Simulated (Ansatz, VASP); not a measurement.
Cr in VASP and in Ansatz

INCAR

```
ALGO = Normal
EDIFF = 1E-7
ENCUT = 520
GGA = PE
ISIF = 2
ISMEAR = -1
ISPIN = 2
LASPH = T
LCHARG = T
LELF = T
LMAXMIX = 4
LORBIT = 11
LREAL = F
LVHAR = T
LWAVE = F
MAGMOM = 2.598 -2.598
NBANDS = 23
NELM = 150
PREC = Accurate
SIGMA = 0.05
```

File KPOINTS:

```
k-points
0
Gamma
  17 17 17
```

POSCAR

```
Cr
1.0
    0.0000000000      2.7340203560      2.7340203560
    2.7340203560      0.0000000000      2.7340203560
    2.7340203560      2.7340203560      0.0000000000
Cr
2
Direct
    0.1250000000      0.1250000000      0.1250000000
    0.8750000000      0.8750000000      0.8750000000
```

Input for Ansatz:

```yaml
crystal:
  lattice:
    - [0.0, 2.734020356, 2.734020356]
    - [2.734020356, 0.0, 2.734020356]
    - [2.734020356, 2.734020356, 0.0]
  atoms:
    - { symbol: Cr, position: [0.125, 0.125, 0.125], spin: 2.598 }
    - { symbol: Cr, position: [0.875, 0.875, 0.875], spin: -2.598 }
hamiltonian:
  xc: pbe
  pseudopotentials:
    kind: paw
    azcp:
      Cr: "pseudopotentials/Cr.paw.azcp"
basis:
  ecutwfc: 420
  fft_grid_basis: typed
kpoints:
  mp_grid: { grid: [17, 17, 17], shift: [0, 0, 0] }
magnetization:
  spin_polarized: true
scf:
  occupations: { method: fermi_dirac, width: 0.05 }
output:
  stress: true
```

Alike in both runs: task single point; functional PBE; k mesh 17 × 17 × 17; occupations fermi-dirac, width 0.05 eV; collinear spin.

|  | VASP | Ansatz |
| --- | --- | --- |
| version | VASP 6.6.1 | Ansatz 0.2.0 |
| potentials or method | VASP PAW PBE potentials, release 64 (Cr_pv), cutoff 520 eV | plane waves (420 eV) with PAW, scalar-relativistic |
| valence electrons in the cell | 24 | 28 |

|  | VASP | Ansatz | Ansatz less VASP |
| --- | --- | --- | --- |
| pressure (GPa) | -1.1 | -1.3 | -0.21 |
| net moment per atom (μB) | 0.00 | 0.00 | 0.000 |
| size of the moment on the site where the two differ most (μB) | 2.96 | 2.71 | -0.243 |

Site moments also hang on the region over which each program counts them. With one functional, cell and mesh, what is left measures potentials, basis and numerics. VASP's potentials hold 24 valence electrons a cell and Ansatz's 28, so a difference there can come from the potentials and not from the codes.
